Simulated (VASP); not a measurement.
Set up this calculation in VASP 6.6.1, as the native input.

```yaml
Task: single point
Functional: PBE
Potentials_or_basis: VASP PAW PBE potentials, release 64 (Ga_d)
Cutoff: 520 eV
k_mesh: 15 × 15 × 15
Occupations: fermi-dirac, width 0.05 eV
Spin: no spin polarisation
Dipole_correction: no
Further_INCAR_settings: ALGO = Normal; EDIFF = 1e-07; NBANDS = 12
```

The structure of Ga lies in POSCAR:

```
Ga
1.0
    2.6120802929      0.0000000000      0.0000000000
    0.0000000000      2.6120802929      0.0000000000
    0.0000000000      0.0000000000      2.6120802929
Ga
1
Direct
    0.0000000000      0.0000000000      0.0000000000
```

This isn't the form of Ga at room conditions, which is orthorhombic.

One way to write it, as run:

INCAR

```
SYSTEM = Ga
PREC = Accurate
ENCUT = 520
EDIFF = 1E-7
ISMEAR = -1
SIGMA = 0.05
LREAL = .FALSE.
LASPH = .TRUE.
NELM = 80
ALGO = Normal
ISIF = 2
LWAVE = .FALSE.
LCHARG = .TRUE.
GGA = PE
LELF = .TRUE.
LVHAR = .TRUE.
NBANDS = 12
```

KPOINTS

```
Automatic mesh
0
G
  15 15 15
  0 0 0
```

Potentials or basis: VASP PAW PBE potentials, release 64 (Ga_d).

Command:

```bash
$ cat potpaw_PBE.64/Ga_d/POTCAR > POTCAR
$ mpirun -np 1 vasp_std > vasp.out
```

Results of the run:

```yaml
Pressure: 7.5 GPa
Band_gap_on_the_k_mesh: zero (an odd number of electrons rules out a gap without spin polarisation)
```

Caveat: the cell stands under pressure.

Wall time 18 s on 1 thread of Intel Xeon 8259CL (shared host), peak memory 0.14 GiB.
